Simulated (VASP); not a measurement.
# CdTe (I-4m2) in VASP: further runs

The runs below take CdTe through single point, with PBEsol.

All numbers are computed with VASP 6.6.1; they aren't measurements. Logs are shortened: lines on timing, memory, paths and dates and some standing lists are left out, and cuts for length are marked.

### 1 The cell of the first run

It takes space group I-4m2 (No. 119, tetragonal). Conventional cell: a = 4.204 Å, b = 4.204 Å, c = 7.730 Å, α = 90.00°, β = 90.00°, γ = 90.00°. Within 3.8 Å of Cd (site symmetry -4m2) lie 4 Te at 2.86 Å. Within 3.8 Å of Te (site symmetry -4m2) lie 4 Cd at 2.86 Å.

### 2 Single point, PBEsol

Contents of INCAR:

```
PREC = Accurate ; ENCUT = 520
EDIFF = 1E-7 ; ISMEAR = 0
SIGMA = 0.05 ; LREAL = False
LASPH = True ; NELM = 80
ALGO = Normal ; ISIF = 2
LWAVE = False ; LCHARG = False
GGA = PS ; NBANDS = 16
```

Contents of KPOINTS:

```
regular mesh
0
Gamma
  8 8 8
```

Contents of POSCAR:

```
CdTe
1.0
    0.0000000000      2.9729637946      3.8648529330
    2.9729637946      0.0000000000      3.8648529330
    2.9729637946      2.9729637946      0.0000000000
Cd Te
1 1
Direct
    0.0000000000      0.0000000000      0.0000000000
    0.7500000000      0.7500000000      0.7500000000
```

Potentials or basis: VASP PAW PBE potentials, release 64 (Cd, Te).

Started as:

```
$ cat potpaw_PBE.64/Cd/POTCAR potpaw_PBE.64/Te/POTCAR > POTCAR
$ mpirun -np 1 vasp_std > vasp.out
```

OUTCAR:

```text
PREC = Accurate
   ENCUT = 520
   EDIFF = 1E-7
   ISMEAR = 0
   LREAL = False
   LASPH = True
   NELM = 80
   ISIF = 2
   GGA = PS

 ion  position               nearest neighbor table
   1  0.000  0.000  0.000-   2 2.86   2 2.86   2 2.86   2 2.86
   2  0.750  0.750  0.750-   1 2.86   1 2.86   1 2.86   1 2.86

  LATTYP: Found a body centered tetragonal cell.
 ALAT       =     4.2044057188
 C/A-ratio  =     1.8384776311

  Lattice vectors:

 A1 = (  -2.9729637946,   0.0000000000,   3.8648529330)
 A2 = (   2.9729637946,   0.0000000000,   3.8648529330)
 A3 = (   0.0000000000,   2.9729637946,  -3.8648529330)

Analysis of symmetry for initial positions (statically):
=====================================================================
 Subroutine PRICEL returns:
 Original cell was already a primitive cell.

 Routine SETGRP: Setting up the symmetry group for a
 body centered tetragonal supercell.

 Subroutine GETGRP returns: Found  8 space group operations
 (whereof  8 operations were pure point group operations)
 out of a pool of 16 trial point group operations.

The static configuration has the point symmetry D_2d.

Analysis of symmetry for dynamics (positions and initial velocities):
=====================================================================
 Subroutine PRICEL returns:
 Original cell was already a primitive cell.

 Routine SETGRP: Setting up the symmetry group for a
 body centered tetragonal supercell.

 Subroutine GETGRP returns: Found  8 space group operations
 (whereof  8 operations were pure point group operations)
 out of a pool of 16 trial point group operations.

The dynamic configuration has the point symmetry D_2d.

 Subroutine INISYM returns: Found  8 space group operations
 (whereof  8 operations are pure point group operations),
 and found     1 'primitive' translations

----------------------------------------------------------------------------------------

                                     Primitive cell

  volume of cell :      68.3191

  direct lattice vectors                    reciprocal lattice vectors
     0.000000000  2.972963795  3.864852933    -0.168182337  0.168182337  0.129371029
     2.972963795  0.000000000  3.864852933     0.168182337 -0.168182337  0.129371029
     2.972963795  2.972963795  0.000000000     0.168182337  0.168182337 -0.129371029

  length of vectors
     4.876023166  4.876023166  4.204405719     0.270753505  0.270753505  0.270753505

  position of ions in fractional coordinates (direct lattice)
     0.000000000  0.000000000  0.000000000
     0.750000000  0.750000000  0.750000000

  ion indices of the primitive-cell ions
   primitive index   ion index
                 1           1
                 2           2

----------------------------------------------------------------------------------------

 KPOINTS: regular mesh

Automatic generation of k-mesh.
 Grid dimensions read from file:
 generate k-points for:    8    8    8

 Generating k-lattice:

  Cartesian coordinates                     Fractional coordinates (reciprocal lattice)
    -0.021022792  0.021022792  0.016171379     0.125000000  0.000000000  0.000000000
     0.021022792 -0.021022792  0.016171379     0.000000000  0.125000000  0.000000000
     0.021022792  0.021022792 -0.016171379    -0.000000000 -0.000000000  0.125000000

  Length of vectors
     0.033844188  0.033844188  0.033844188

  Shift w.r.t. Gamma in fractional coordinates (k-lattice)
     0.000000000  0.000000000  0.000000000

 Subroutine IBZKPT returns following result:
 ===========================================

 Found     59 irreducible k-points:

 Following reciprocal coordinates:
            Coordinates               Weight
  0.000000  0.000000  0.000000      1.000000
  0.125000  0.000000  0.000000      8.000000
  0.250000  0.000000  0.000000      8.000000
  0.375000  0.000000  0.000000      8.000000
  0.500000  0.000000  0.000000      4.000000
  0.125000  0.125000  0.000000      2.000000
[... 16 lines left out ...]
  0.250000  0.000000  0.125000     16.000000
  0.375000  0.000000  0.125000     16.000000
 [... further k-points ...]
   k-points           NKPTS =     59   k-points in BZ     NKDIM =     59   number of bands    NBANDS=     16
   number of dos      NEDOS =    301   number of ions     NIONS =      2
   total plane-waves  NPLWV =  41472
   dimension x,y,z NGX =    36 NGY =   36 NGZ =   32
   dimension x,y,z NGXF=    72 NGYF=   72 NGZF=   64
   ions per type =               1   1
   NGX,Y,Z   is equivalent  to a cutoff of  12.27, 12.27, 12.65 a.u.
   NGXF,Y,Z  is equivalent  to a cutoff of  24.55, 24.55, 25.31 a.u.
 SYSTEM =  unknown system
   PREC   = accura    normal or accurate (medium, high low for compatibility)
   ISTART =      0    job   : 0-new  1-cont  2-samecut
   ICHARG =      2    charge: 1-file 2-atom 10-const
   ISPIN  =      1    spin polarized calculation?
   LNONCOLLINEAR =      F non collinear calculations
   LSORBIT =      F    spin-orbit coupling
   LASPH  =      T    aspherical Exc in radial PAW
   ENCUT  =  520.0 eV  38.22 Ry    6.18 a.u.   9.07  9.07  7.82*2*pi/ulx,y,z
   NELM   =     80;   NELMIN=  2; NELMDL= -5     # of ELM steps
   EDIFF  = 0.1E-06   stopping-criterion for ELM
   LREAL  =      F    real-space projection
   EDIFFG = 0.1E-05   stopping-criterion for IOM
   NSW    =      0    number of steps for IOM
   IBRION =     -1    ionic relax: 0-MD 1-quasi-New 2-CG
   NFREE  =      0    steps in history (QN), initial steepest desc. (CG)
   ISIF   =      2    stress and relaxation
   ISYM   =      2    0-nonsym 1-usesym 2-fastsym
   POTIM  = 0.5000    time-step for ionic-motion
   TEBEG  =    0.0;   TEEND  =   0.0 temperature during run
   PSTRESS=    0.0 pullay stress
   NELECT =      18.0000    total number of electrons
   NUPDOWN=      -1.0000    fix difference up-down
   EMIN   =  10.00;   EMAX   =-10.00  energy-range for DOS
   EFERMI =   0.00;   METHOD = LEGACY
   ISMEAR =     0;   SIGMA  =   0.05  broadening in eV -4-tet -1-fermi 0-gaus
   EFERMI_NEDOS =   21; number of points for ismear=-14 and -15
   IALGO  =     38    algorithm
   IMIX   =      4    mixing-type and parameters
     AMIX     =   0.40;   BMIX     =  1.00
     AMIX_MAG =   1.60;   BMIX_MAG =  1.00
  volume/ion in A,a.u.               =      34.16       230.52
  Fermi-wavevector in a.u.,A,eV,Ry     =   1.049506  1.983279 14.986312  1.101463
  Thomas-Fermi vector in A             =   2.184471
   LORBIT       =      0    0 simple, 1 ext, 2 COOP (PROOUT), +10 PAW based schemes
   GGA     = PS    functional components
   LHFCALC =     F    Hartree Fock is set to
   AEXX    =    0.0000 exact exchange contribution
   IVDW    =     0    specifies the selected vdW correction
   LEPSILON=     F    determine dielectric tensor
   LRPA    =     F    only Hartree local field effects (RPA)
 non-spin polarized calculation
 Gauss-broadening in eV      SIGMA  =   0.05
  energy-cutoff  :      520.00
  volume of cell :       68.32
 maximum number of plane-waves:      1862
   NGX = 19   NGY = 19   NGZ = 15

 number of electron      17.9999996 magnetization

 Free energy of the ion-electron system (eV)
  ---------------------------------------------------
  ext. energy  EPLUGINS =         0.00000000
  ---------------------------------------------------
  free energy    TOTEN  =        -5.25832622 eV

  energy without entropy =       -5.25811140  energy(sigma->0) =       -5.25821881

 E-fermi :   2.5758     XC(G=0):  -8.8195

 val. band max:        2.5511106824   @ k =   0.0000   0.0000   0.0000
 cond. band min:       3.3272984934   @ k =   0.5000   0.0000   0.0000
 fundamental gap:      0.7761878110
 Fermi energy:         2.5758001932

 k-point     1 :       0.0000    0.0000    0.0000
  band No.  band energies     occupation
      1      -8.9217      2.00000
      2      -6.1010      2.00000
      3      -6.0122      2.00000
      4      -6.0122      2.00000
      5      -5.8320      2.00000
      6      -5.8081      2.00000
[... 8 lines left out ...]
     15      10.1240      0.00000
     16      10.3544      0.00000

 k-point     2 :       0.1250    0.0000    0.0000
  band No.  band energies     occupation
      1      -8.8549      2.00000
      2      -6.0821      2.00000
      3      -6.0030      2.00000
      4      -5.9962      2.00000
      5      -5.8190      2.00000
      6      -5.8132      2.00000
[... 8 lines left out ...]
     15      10.4693      0.00000
     16      11.5481      0.00000

 k-point     3 :       0.2500    0.0000    0.0000
  band No.  band energies     occupation
      1      -8.6906      2.00000
      2      -6.0491      2.00000
      3      -5.9817      2.00000
      4      -5.9319      2.00000
      5      -5.8249      2.00000
      6      -5.7636      2.00000
[... 8 lines left out ...]
     15      11.2908      0.00000
     16      11.3950      0.00000

 k-point     4 :       0.3750    0.0000    0.0000
  band No.  band energies     occupation
      1      -8.5242      2.00000
      2      -6.0314      2.00000
      3      -5.9621      2.00000
      4      -5.8547      2.00000
      5      -5.8347      2.00000
      6      -5.6215      2.00000
[... 8 lines left out ...]
     15      11.4514      0.00000
     16      12.2710      0.00000
[... 324 lines left out ...]
 k-point    22 :       0.1250    0.0000    0.1250
  band No.  band energies     occupation
      1      -8.8193      2.00000
      2      -6.0783      2.00000
      3      -5.9996      2.00000
      4      -5.9922      2.00000
      5      -5.8194      2.00000
      6      -5.8024      2.00000
[... 8 lines left out ...]
     15      10.9085      0.00000
     16      11.3663      0.00000

 k-point    23 :       0.2500    0.0000    0.1250
  band No.  band energies     occupation
      1      -8.6785      2.00000
      2      -6.0518      2.00000
      3      -5.9792      2.00000
      4      -5.9505      2.00000
      5      -5.8306      2.00000
      6      -5.7472      2.00000
[... 8 lines left out ...]
     15      10.4038      0.00000
     16      11.9177      0.00000

 k-point    24 :       0.3750    0.0000    0.1250
  band No.  band energies     occupation
      1      -8.5142      2.00000
      2      -6.0300      2.00000
      3      -5.9567      2.00000
      4      -5.8870      2.00000
      5      -5.8367      2.00000
      6      -5.6157      2.00000
[... 8 lines left out ...]
     15      11.3240      0.00000
     16      12.6564      0.00000

 [... further k-points ...]
[... 5 lines left out ...]
  --------------------------------------------------------------------------------------
  -------------------------------------------------------------------------------------
  Total        0.6901929      0.6901929     -2.3165628      0.0000000      0.0000000     -0.0000000
  in kB       16.1859746     16.1859746    -54.3265908      0.0000000      0.0000000     -0.0000000
  external PRESSURE =      -7.3182139 kB  Pullay stress =       0.0000000 kB

 VOLUME and BASIS-vectors are now :
 -----------------------------------------------------------------------------
  energy-cutoff  :      520.00
  volume of cell :       68.32
      direct lattice vectors                 reciprocal lattice vectors
     0.000000000  2.972963795  3.864852933    -0.168182337  0.168182337  0.129371029
     2.972963795  0.000000000  3.864852933     0.168182337 -0.168182337  0.129371029
     2.972963795  2.972963795  0.000000000     0.168182337  0.168182337 -0.129371029

 POSITION                                       TOTAL-FORCE (eV/Angst)
 -----------------------------------------------------------------------------------
      0.00000      0.00000      0.00000        -0.000000     -0.000000      0.000000
      4.45945      4.45945      5.79728         0.000000      0.000000     -0.000000
 -----------------------------------------------------------------------------------
    total drift:                                0.000000      0.000000     -0.000001

  FREE ENERGIE OF THE ION-ELECTRON SYSTEM (eV)
  ---------------------------------------------------
  free  energy   TOTEN  =        -5.2583262247 eV

  energy  without entropy=       -5.2581114032  energy(sigma->0) =       -5.25821881
```

It took 61 s on 1 thread of Intel Xeon 6975P-C (Granite Rapids), shared host; peak memory 0.23 GiB.

What came out:

* Free energy: -5.2583 eV
* Pressure: -0.7 GPa
* Band gap on the k mesh: zero (filled and empty bands touch)

Stress tensor (GPa, compression positive):
```
 1.62  0.00  0.00
 0.00  1.62  0.00
 0.00  0.00 -5.43
```

Levels at points of the mesh, in eV from the Fermi level:
```tsv
k point	band 7	band 8	band 9	band 10	band 11	band 12
(0.00, 0.00, 0.00)	-1.33	-0.16	-0.02	-0.02	4.46	4.46
(0.50, 0.00, 0.00)	-4.70	-1.85	-0.36	0.75	4.79	5.67
(0.50, 0.50, 0.00)	-5.41	-1.34	-1.34	2.96	3.47	6.83
(0.50, 0.00, 0.50)	-4.14	-2.62	-2.26	1.62	1.82	6.75
```

Caveat: the PAW data sets were made with another functional, which shifts forces and pressure a little; spin-orbit coupling is left out, which moves the levels of the heavy elements.

### 3 Single point, PBEsol

This run uses another cell than the first one, of the same volume but with other edges.

Contents of INCAR:

```
SYSTEM = CdTe
PREC = Accurate
ENCUT = 520
EDIFF = 1E-7
ISMEAR = 0
SIGMA = 0.05
LREAL = .False.
LASPH = .True.
NELM = 80
ALGO = Normal
ISIF = 2
LWAVE = .False.
LCHARG = .False.
GGA = PS
NBANDS = 16
```

Contents of KPOINTS:

```
Automatic mesh
0
Gamma
  8 8 8
  0 0 0
```

Contents of POSCAR:

```
CdTe
1.0
    0.0000000000      3.3361184496      3.0692289736
    3.3361184496      0.0000000000      3.0692289736
    3.3361184496      3.3361184496      0.0000000000
Cd Te
1 1
Direct
    0.0000000000      0.0000000000      0.0000000000
    0.7500000000      0.7500000000      0.7500000000
```

Potentials or basis: VASP PAW PBE potentials, release 64 (Cd, Te).

Started as:

```
$ cat potpaw_PBE.64/Cd/POTCAR potpaw_PBE.64/Te/POTCAR > POTCAR
$ mpirun -np 1 vasp_std > vasp.out
```

It took 56 s on 1 thread of Intel Xeon 6975P-C (Granite Rapids), shared host; peak memory 0.24 GiB.

It converged, with:

```
Free energy            : -5.4744 eV
Pressure               : 0.0 GPa
Band gap on the k mesh : 0.48 eV, direct
```

Stress tensor (GPa, compression positive):
```
-0.36  0.00  0.00
 0.00 -0.36  0.00
 0.00  0.00  0.84
```

Levels at points of the mesh, in eV from the valence-band top:
| k point | band 6 | band 7 | band 8 | band 9 | band 10 | band 11 | band 12 | band 13 |
| --- | --- | --- | --- | --- | --- | --- | --- | --- |
| (0.00, 0.00, 0.00) | -8.12 | -0.23 | -0.23 | 0.00 | 0.48 | 4.43 | 4.45 | 4.45 |
| (0.50, 0.00, 0.00) | -7.79 | -4.58 | -1.11 | -0.73 | 1.53 | 4.75 | 5.31 | 6.83 |
| (0.50, 0.50, 0.00) | -7.56 | -4.19 | -2.24 | -2.24 | 2.04 | 2.17 | 8.89 | 8.89 |
| (0.50, 0.00, 0.50) | -7.70 | -4.59 | -1.94 | -1.82 | 2.46 | 2.68 | 8.29 | 8.46 |

Caveat: the PAW data sets were made with another functional, which shifts forces and pressure a little; spin-orbit coupling is left out, which moves the levels of the heavy elements.

(Continued in part 2 of 2.)
